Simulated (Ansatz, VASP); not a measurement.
**One calculation of CaI2, two programs**

File INCAR:

```
SYSTEM = CaI2
PREC = Accurate
ENCUT = 520
EDIFF = 1E-6
ISMEAR = -1
SIGMA = 0.03
LREAL = .False.
LASPH = .True.
NELM = 80
ALGO = Normal
ISIF = 2
LWAVE = .False.
LCHARG = .False.
NBANDS = 19
```

File KPOINTS:

```
Automatic mesh
0
Gamma
  7 7 4
  0 0 0
```

The input POSCAR:

```
CaI2
1.0
    3.7679595468      0.0000000000      0.0000000000
   -1.8839797734      3.2631486880      0.0000000000
    0.0000000000      0.0000000000      6.2497384280
Ca I
1 2
Direct
    0.0000000000      0.0000000000      0.0000000000
    0.3333333333      0.6666666667      0.2927857377
    0.6666666667      0.3333333333      0.7072142623
```

Input for Ansatz:

```yaml
crystal:
  lattice:
    - [3.7679595468, 0.0, 0.0]
    - [-1.8839797734, 3.263148688, 0.0]
    - [0.0, 0.0, 6.249738428]
  atoms:
    - { symbol: Ca, position: [0.0, 0.0, 0.0] }
    - { symbol: I, position: [0.3333333333, 0.6666666667, 0.2927857377] }
    - { symbol: I, position: [0.6666666667, 0.3333333333, 0.7072142623] }
kpoints:
  mp_grid: { grid: [7, 7, 4] }
  band_path:
    path:
      - [0.0, 0.0, 0.0]
      - [0.5, 0.0, 0.0]
      - [0.3333333333, 0.3333333333, 0.0]
      - [0.0, 0.0, 0.0]
      - [0.0, 0.0, 0.5]
      - [0.5, 0.0, 0.5]
      - [0.3333333333, 0.3333333333, 0.5]
      - [0.0, 0.0, 0.5]
      - [0.5, 0.0, 0.5]
    npoints: 6
scf:
  occupations: { method: fermi_dirac, width: 0.03 }
hamiltonian:
  xc: lda
  pseudopotentials: { kind: all_electron, lapw: { basis_error: 0.001 } }
output:
  forces: true
  stress: true
  eigenvalues: true
  populations: true
```

Change from the starting cell: volume scaled by 0.6, LAPW.

Alike in both runs: task single point; functional LDA; k mesh 7 × 7 × 4; occupations fermi-dirac, width 0.03 eV; no spin polarisation.

|  | VASP | Ansatz |
| --- | --- | --- |
| version | VASP 6.6.1 | Ansatz 0.2.0 |
| potentials or method | VASP PAW LDA potentials, release 64 (Ca_sv, I), cutoff 520 eV | all-electron LAPW, scalar-relativistic |

Ansatz gave:

| Quantity | Value |
| --- | --- |
| gap on the k mesh at the Fermi level (eV) | 1.78 |
| pressure (GPa) | 17.2 |
| traceless stress, the component that is largest in VASP (GPa) | 0.01 |
| rms of the force components (eV/Å) | 0.001 |

Problem. What did VASP give for the same quantities?

Solution. gap on the k mesh at the Fermi level (eV): 1.76; pressure (GPa): 17.5; traceless stress, the component that is largest in VASP (GPa): 0.07; rms of the force components (eV/Å): 0.021.

LDA's correlation is that of Perdew and Zunger in VASP and of Perdew and Wang (1992) in Ansatz. Atom by atom the forces differ by 0.020 eV/Å (rms over components). Ansatz ran all-electron here, and VASP with PAW potentials.

Spin-orbit coupling is off throughout.
